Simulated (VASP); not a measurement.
# MgH2 (P4_2/mnm) in VASP: further runs

The runs below take MgH2 through single point, with PBEsol, r2SCAN.

Program: VASP 6.6.1. These are calculated values, not measurements. Logs are shortened: lines on timing, memory, paths and dates and some standing lists are left out, and cuts for length are marked.

### Step 1. The cell of the first run

The structure is tetragonal, space group P4_2/mnm (No. 136). The conventional cell has a = 4.517 Å, b = 4.517 Å, c = 3.021 Å, α = 90.00°, β = 90.00°, γ = 90.00°. Mg (site symmetry mmm) has 6 H at 1.95 Å within 2.6 Å. Within 2.6 Å of H (site symmetry m2m) lie 3 Mg at 1.95 Å and 1 H at 2.48 Å.

### Step 2. Single point, PBEsol

Contents of INCAR:

```
  PREC = Accurate
  ENCUT = 600
  EDIFF = 1E-6
  ISMEAR = 0
  SIGMA = 0.1
  LREAL = F
  LASPH = T
  NELM = 120
  ALGO = Normal
  ISIF = 2
  LWAVE = F
  LCHARG = F
  GGA = PS
  NBANDS = 13
  GGA_COMPAT = F
```

Contents of KPOINTS:

```
Automatic mesh
0
Gamma
  4 4 6
```

Contents of POSCAR:

```
MgH2
1.0
    4.5168000000      0.0000000000      0.0000000000
    0.0000000000      4.5168000000      0.0000000000
    0.0000000000      0.0000000000      3.0205000000
Mg H
2 4
Direct
    0.0000000000      0.0000000000      0.0000000000
    0.5000000000      0.5000000000      0.5000000000
    0.3060000000      0.3060000000      0.0000000000
    0.1940000000      0.8060000000      0.5000000000
    0.6940000000      0.6940000000      0.0000000000
    0.8060000000      0.1940000000      0.5000000000
```

Potentials or basis: VASP PAW PBE potentials, release 64 (Mg, H).

The run is started by

```
cat potpaw_PBE.64/Mg/POTCAR potpaw_PBE.64/H/POTCAR > POTCAR
mpirun -np 1 vasp_std > vasp.out
```

OUTCAR:

```text
PREC = Accurate
   ENCUT = 600
   EDIFF = 1E-6
   ISMEAR = 0
   LREAL = F
   LASPH = T
   NELM = 120
   ISIF = 2
   GGA = PS

 ion  position               nearest neighbor table
   1  0.000  0.000  0.000-   4 1.95   6 1.95   4 1.95   6 1.95   5 1.95   3 1.95   2 3.53   2 3.53
                             2 3.53   2 3.53   2 3.53   2 3.53   2 3.53   2 3.53
   2  0.500  0.500  0.500-   3 1.95   5 1.95   3 1.95   5 1.95   4 1.95   6 1.95   1 3.53   1 3.53
                             1 3.53   1 3.53   1 3.53   1 3.53   1 3.53   1 3.53
   3  0.306  0.306  0.000-   2 1.95   2 1.95   1 1.95
   4  0.194  0.806  0.500-   1 1.95   1 1.95   2 1.95
   5  0.694  0.694  0.000-   2 1.95   2 1.95   1 1.95
   6  0.806  0.194  0.500-   1 1.95   1 1.95   2 1.95

  LATTYP: Found a simple tetragonal cell.
 ALAT       =     4.5168000000
 C/A-ratio  =     0.6687256465

  Lattice vectors:

 A1 = (   4.5168000000,   0.0000000000,   0.0000000000)
 A2 = (   0.0000000000,   4.5168000000,   0.0000000000)
 A3 = (   0.0000000000,   0.0000000000,   3.0205000000)

Analysis of symmetry for initial positions (statically):
=====================================================================
 Subroutine PRICEL returns:
 Original cell was already a primitive cell.

 Routine SETGRP: Setting up the symmetry group for a
 simple tetragonal supercell.

 Subroutine GETGRP returns: Found 16 space group operations
 (whereof  8 operations were pure point group operations)
 out of a pool of 16 trial point group operations.

The static configuration has the point symmetry D_2h.
 The point group associated with its full space group is D_4h.

Analysis of symmetry for dynamics (positions and initial velocities):
=====================================================================
 Subroutine PRICEL returns:
 Original cell was already a primitive cell.

 Routine SETGRP: Setting up the symmetry group for a
 simple tetragonal supercell.

 Subroutine GETGRP returns: Found 16 space group operations
 (whereof  8 operations were pure point group operations)
 out of a pool of 16 trial point group operations.

The dynamic configuration has the point symmetry D_2h.
 The point group associated with its full space group is D_4h.

 Subroutine INISYM returns: Found 16 space group operations
 (whereof  8 operations are pure point group operations),
 and found     1 'primitive' translations

----------------------------------------------------------------------------------------

                                     Primitive cell

  volume of cell :      61.6227

  direct lattice vectors                    reciprocal lattice vectors
     4.516800000  0.000000000  0.000000000     0.221395678  0.000000000  0.000000000
     0.000000000  4.516800000  0.000000000     0.000000000  0.221395678  0.000000000
     0.000000000  0.000000000  3.020500000     0.000000000  0.000000000  0.331071015

  length of vectors
     4.516800000  4.516800000  3.020500000     0.221395678  0.221395678  0.331071015

  position of ions in fractional coordinates (direct lattice)
     0.000000000  0.000000000  0.000000000
     0.500000000  0.500000000  0.500000000
     0.306000000  0.306000000  0.000000000
     0.194000000  0.806000000  0.500000000
     0.694000000  0.694000000  0.000000000
     0.806000000  0.194000000  0.500000000

  ion indices of the primitive-cell ions
   primitive index   ion index
                 1           1
                 2           2
                 3           3
                 4           4
                 5           5
                 6           6

----------------------------------------------------------------------------------------

 KPOINTS: Automatic mesh

Automatic generation of k-mesh.
 Grid dimensions read from file:
 generate k-points for:    4    4    6

 Generating k-lattice:

  Cartesian coordinates                     Fractional coordinates (reciprocal lattice)
     0.055348920  0.000000000  0.000000000     0.250000000  0.000000000  0.000000000
     0.000000000  0.055348920  0.000000000     0.000000000  0.250000000  0.000000000
     0.000000000  0.000000000  0.055178502     0.000000000  0.000000000  0.166666667

  Length of vectors
     0.055348920  0.055348920  0.055178502

  Shift w.r.t. Gamma in fractional coordinates (k-lattice)
     0.000000000  0.000000000  0.000000000

 Subroutine IBZKPT returns following result:
 ===========================================

 Found     24 irreducible k-points:

 Following reciprocal coordinates:
            Coordinates               Weight
  0.000000  0.000000  0.000000      1.000000
  0.250000  0.000000  0.000000      4.000000
  0.500000  0.000000  0.000000      2.000000
  0.250000  0.250000  0.000000      4.000000
  0.500000  0.250000  0.000000      4.000000
  0.500000  0.500000  0.000000      1.000000
[... 16 lines left out ...]
  0.500000  0.250000  0.500000      4.000000
  0.500000  0.500000  0.500000      1.000000
   k-points           NKPTS =     24   k-points in BZ     NKDIM =     24   number of bands    NBANDS=     13
   number of dos      NEDOS =    301   number of ions     NIONS =      6
   total plane-waves  NPLWV =  31104
   dimension x,y,z NGX =    36 NGY =   36 NGZ =   24
   dimension x,y,z NGXF=    72 NGYF=   72 NGZF=   48
   ions per type =               2   4
   NGX,Y,Z   is equivalent  to a cutoff of  13.25, 13.25, 13.21 a.u.
   NGXF,Y,Z  is equivalent  to a cutoff of  26.50, 26.50, 26.42 a.u.
 SYSTEM =  unknown system
   PREC   = accura    normal or accurate (medium, high low for compatibility)
   ISTART =      0    job   : 0-new  1-cont  2-samecut
   ICHARG =      2    charge: 1-file 2-atom 10-const
   ISPIN  =      1    spin polarized calculation?
   LNONCOLLINEAR =      F non collinear calculations
   LSORBIT =      F    spin-orbit coupling
   LASPH  =      T    aspherical Exc in radial PAW
   ENCUT  =  600.0 eV  44.10 Ry    6.64 a.u.   9.02  9.02  6.03*2*pi/ulx,y,z
   NELM   =    120;   NELMIN=  2; NELMDL= -5     # of ELM steps
   EDIFF  = 0.1E-05   stopping-criterion for ELM
   LREAL  =      F    real-space projection
   EDIFFG = 0.1E-04   stopping-criterion for IOM
   NSW    =      0    number of steps for IOM
   IBRION =     -1    ionic relax: 0-MD 1-quasi-New 2-CG
   NFREE  =      0    steps in history (QN), initial steepest desc. (CG)
   ISIF   =      2    stress and relaxation
   ISYM   =      2    0-nonsym 1-usesym 2-fastsym
   POTIM  = 0.5000    time-step for ionic-motion
   TEBEG  =    0.0;   TEEND  =   0.0 temperature during run
   PSTRESS=    0.0 pullay stress
   NELECT =       8.0000    total number of electrons
   NUPDOWN=      -1.0000    fix difference up-down
   EMIN   =  10.00;   EMAX   =-10.00  energy-range for DOS
   EFERMI =   0.00;   METHOD = LEGACY
   ISMEAR =     0;   SIGMA  =   0.10  broadening in eV -4-tet -1-fermi 0-gaus
   EFERMI_NEDOS =   21; number of points for ismear=-14 and -15
   IALGO  =     38    algorithm
   IMIX   =      4    mixing-type and parameters
     AMIX     =   0.40;   BMIX     =  1.00
     AMIX_MAG =   1.60;   BMIX_MAG =  1.00
  volume/ion in A,a.u.               =      10.27        69.31
  Fermi-wavevector in a.u.,A,eV,Ry     =   0.828943  1.566475  9.349194  0.687146
  Thomas-Fermi vector in A             =   1.941405
   LORBIT       =      0    0 simple, 1 ext, 2 COOP (PROOUT), +10 PAW based schemes
   GGA     = PS    functional components
   LHFCALC =     F    Hartree Fock is set to
   AEXX    =    0.0000 exact exchange contribution
   IVDW    =     0    specifies the selected vdW correction
   LEPSILON=     F    determine dielectric tensor
   LRPA    =     F    only Hartree local field effects (RPA)
 non-spin polarized calculation
 Gauss-broadening in eV      SIGMA  =   0.10
  energy-cutoff  :      600.00
  volume of cell :       61.62
 maximum number of plane-waves:      2084
   NGX = 19   NGY = 19   NGZ = 13

 number of electron       8.0000003 magnetization

 Free energy of the ion-electron system (eV)
  ---------------------------------------------------
  ext. energy  EPLUGINS =         0.00000000
  ---------------------------------------------------
  free energy    TOTEN  =       -17.73405808 eV

  energy without entropy =      -17.73405808  energy(sigma->0) =      -17.73405808

 E-fermi :  -0.1709     XC(G=0):  -8.5696

 val. band max:       -0.6336951516   @ k =   0.2500   0.0000   0.0000
 cond. band min:       3.0644422495   @ k =   0.5000   0.5000   0.5000
 fundamental gap:      3.6981374011
 Fermi energy:        -0.1708854981

 k-point     1 :       0.0000    0.0000    0.0000
  band No.  band energies     occupation
      1      -7.1197      2.00000
      2      -2.0548      2.00000
      3      -2.0548      2.00000
      4      -1.0961      2.00000
      5       3.8611      0.00000
      6       4.3679      0.00000
      7       8.3345      0.00000
      8       8.3345      0.00000
      9      10.0786      0.00000
     10      10.4409      0.00000
     11      11.3380      0.00000
     12      14.2717      0.00000
     13      14.2717      0.00000

 k-point     2 :       0.2500    0.0000    0.0000
  band No.  band energies     occupation
      1      -6.7057      2.00000
      2      -3.6528      2.00000
      3      -1.7794      2.00000
      4      -0.6337      2.00000
      5       3.9308      0.00000
      6       5.6573      0.00000
      7       6.3095      0.00000
      8       9.2964      0.00000
      9      10.8255      0.00000
     10      12.1920      0.00000
     11      12.5150      0.00000
     12      12.8938      0.00000
     13      13.7944      0.00000
[... 321 lines left out ...]
 k-point    23 :       0.5000    0.2500    0.5000
  band No.  band energies     occupation
      1      -2.7464      2.00000
      2      -2.7464      2.00000
      3      -1.5975      2.00000
      4      -1.5975      2.00000
      5       3.4316      0.00000
      6       3.4316      0.00000
      7       4.5588      0.00000
      8       4.5588      0.00000
      9       9.7455      0.00000
     10       9.7455      0.00000
     11      11.9694      0.00000
     12      11.9694      0.00000
     13      14.1618      0.00000

 k-point    24 :       0.5000    0.5000    0.5000
  band No.  band energies     occupation
      1      -2.5184      2.00000
      2      -2.5184      2.00000
      3      -1.5408      2.00000
      4      -1.5408      2.00000
      5       3.0644      0.00000
      6       3.0644      0.00000
      7       3.3282      0.00000
      8       3.3282      0.00000
      9      12.1603      0.00000
     10      12.1603      0.00000
     11      13.5053      0.00000
     12      13.5053      0.00000
     13      15.3401      0.00000

------------------------ aborting loop because EDIFF is reached ----------------------------------------

  FORCE on cell =-STRESS in cart. coord.  units (eV):
  Direction    XX          YY          ZZ          XY          YZ          ZX
  --------------------------------------------------------------------------------------
  -------------------------------------------------------------------------------------
  Total       -0.4594920     -0.4594920     -0.4234668      0.0000000      0.0000000      0.0000000
  in kB      -11.9467014    -11.9467014    -11.0100529      0.0000000      0.0000000      0.0000000
  external PRESSURE =     -11.6344853 kB  Pullay stress =       0.0000000 kB

 VOLUME and BASIS-vectors are now :
 -----------------------------------------------------------------------------
  energy-cutoff  :      600.00
  volume of cell :       61.62
      direct lattice vectors                 reciprocal lattice vectors
     4.516800000  0.000000000  0.000000000     0.221395678  0.000000000  0.000000000
     0.000000000  4.516800000  0.000000000     0.000000000  0.221395678  0.000000000
     0.000000000  0.000000000  3.020500000     0.000000000  0.000000000  0.331071015

 POSITION                                       TOTAL-FORCE (eV/Angst)
 -----------------------------------------------------------------------------------
      0.00000      0.00000      0.00000        -0.000000      0.000000      0.000000
      2.25840      2.25840      1.51025        -0.000000      0.000000      0.000000
      1.38214      1.38214      0.00000        -0.039237     -0.039237     -0.000000
      0.87626      3.64054      1.51025         0.039237     -0.039237     -0.000000
      3.13466      3.13466      0.00000         0.039237      0.039237      0.000000
      3.64054      0.87626      1.51025        -0.039237      0.039237      0.000000
 -----------------------------------------------------------------------------------
    total drift:                                0.000000      0.000000     -0.000000

  FREE ENERGIE OF THE ION-ELECTRON SYSTEM (eV)
  ---------------------------------------------------
  free  energy   TOTEN  =       -17.7340580756 eV

  energy  without entropy=      -17.7340580756  energy(sigma->0) =      -17.73405808
```

It took 20 s on 1 thread of Intel Xeon Platinum 8259CL at 2.50GHz (Skylake/Cascade Lake), shared host; peak memory 0.18 GiB.

Results:

| Item | Value |
| --- | --- |
| Free energy | -17.7341 eV |
| Pressure | -1.2 GPa |
| Largest force | 0.055 eV/Å |
| Band gap on the k mesh | 3.70 eV (least direct gap 4.47 eV) |

Forces on the atoms (eV/Å):
```
Mg   0.000  0.000  0.000
Mg   0.000  0.000  0.000
H   -0.039 -0.039  0.000
H    0.039 -0.039  0.000
H    0.039  0.039  0.000
H   -0.039  0.039  0.000
```

Levels at points of the mesh, in eV from the valence-band top:
```
           k point  band 2  band 3  band 4  band 5  band 6  band 7
(0.00, 0.00, 0.00)   -1.42   -1.42   -0.46    4.49    5.00    8.97
(0.50, 0.00, 0.00)   -4.86   -0.46   -0.46    5.13    5.13    9.93
(0.50, 0.50, 0.00)   -3.78   -2.75   -2.75    8.98    8.98    9.04
(0.00, 0.00, 0.50)   -3.05   -0.01   -0.01    6.13    6.13    6.60
(0.50, 0.00, 0.50)   -2.29   -1.05   -1.05    5.01    5.01    6.68
(0.50, 0.50, 0.50)   -1.88   -0.91   -0.91    3.70    3.70    3.96
```

Caveat: the PAW data sets were made with another functional, which shifts forces and pressure a little. A k mesh can miss the band edges.

(Part 1 of 2 ends here.)
